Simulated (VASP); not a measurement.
Set up this calculation in VASP 6.6.1, as the native input.

```
Task                   : single point
Functional             : PBE
Potentials or basis    : VASP PAW PBE potentials, release 64 (Mo_sv)
Cutoff                 : 520 eV
k mesh                 : 11 × 11 × 11
Occupations            : fermi-dirac, width 0.1 eV
Spin                   : no spin polarisation
Dipole correction      : no
Further INCAR settings : ALGO = Normal; EDIFF = 1e-06; NBANDS = 21
```

The structure of Mo lies in POSCAR:

```
Mo
1.0
    0.0000000000      2.7671593713      2.7671593713
    2.7671593713      0.0000000000      2.7671593713
    2.7671593713      2.7671593713      0.0000000000
Mo
2
Direct
    0.1250000000      0.1250000000      0.1250000000
    0.8750000000      0.8750000000      0.8750000000
```

This cell differs from its parent crystal: volume scaled by 0.92.

The input as run:

INCAR

```
ALGO = Normal ; EDIFF = 1E-6
ENCUT = 520 ; GGA = PE
ISIF = 2 ; ISMEAR = -1
LASPH = True ; LCHARG = True
LELF = True ; LREAL = False
LVHAR = True ; LWAVE = False
NBANDS = 21 ; NELM = 100
PREC = Accurate ; SIGMA = 0.1
```

KPOINTS

```
k-points
0
Gamma
  11 11 11
```

Potentials or basis: VASP PAW PBE potentials, release 64 (Mo_sv).

Command:

```console
$ cat potpaw_PBE.64/Mo_sv/POTCAR > POTCAR
$ mpirun -np 1 vasp_std > vasp.out
```

Results of the run:

The pressure is 11.1 GPa and the band gap on the k mesh is zero (band 14 reaches 8.08 eV, above the bottom of band 15 at 7.63 eV).

It took 25 s on 1 thread of Intel(R) Xeon(R) Platinum 8488C (Sapphire Rapids) (shared host), peak memory 0.19 GiB.
